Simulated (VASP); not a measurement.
Input of a VASP 6.6.1 run:

The input INCAR:

```
ALGO = Normal
EDIFF = 1E-7
ENCUT = 520
GGA = PE
ISIF = 2
ISMEAR = 0
LASPH = True
LCHARG = True
LELF = True
LREAL = False
LVHAR = True
LWAVE = False
NBANDS = 50
NELM = 80
PREC = Accurate
SIGMA = 0.02
```

KPOINTS

```
k-points
0
Gamma
  6 6 6
```

Contents of POSCAR:

```
SnPb3O4
1.0
    5.6568005039      0.0000000000      0.0000000000
    0.0000000000      5.6568005039      0.0000000000
    0.0000000000      0.0000000000      5.4549341799
Sn Pb O
1 3 4
Direct
    0.5000000000      0.5000000000      0.1993970807
    0.0000000000      0.0000000000      0.2251916275
    0.0000000000      0.5000000000      0.7775692543
    0.5000000000      0.0000000000      0.7775692543
    0.7452220989      0.7452220989      0.0050681958
    0.2547779011      0.2547779011      0.0050681958
    0.7452220989      0.2547779011      0.0050681958
    0.2547779011      0.7452220989      0.0050681958
```

Potentials or basis: VASP PAW PBE potentials, release 64 (Sn_d, Pb_d, O).

Launch:

```bash
$ cat potpaw_PBE.64/Sn_d/POTCAR potpaw_PBE.64/Pb_d/POTCAR potpaw_PBE.64/O/POTCAR > POTCAR
$ mpirun -np 1 vasp_std > vasp.out
```

Problem. Predict the band gap on the k mesh.

Solution. 1.32 eV.

Problem. Estimate the pressure.

Solution. 0.1 GPa.

Problem. What does it give for the largest force?

Solution. 0.068 eV/Å.

Forces in eV/Å, atoms in the order of the input:
```
Sn   0.000  0.000  0.068
Pb   0.000  0.000  0.036
Pb   0.000  0.000 -0.041
Pb   0.000  0.000 -0.041
O    0.004  0.004 -0.005
O   -0.004 -0.004 -0.005
O    0.004 -0.004 -0.005
O   -0.004  0.004 -0.005
```

Caveat: spin-orbit coupling is left out, which moves the levels of the heavy elements. A k mesh can miss the band edges.
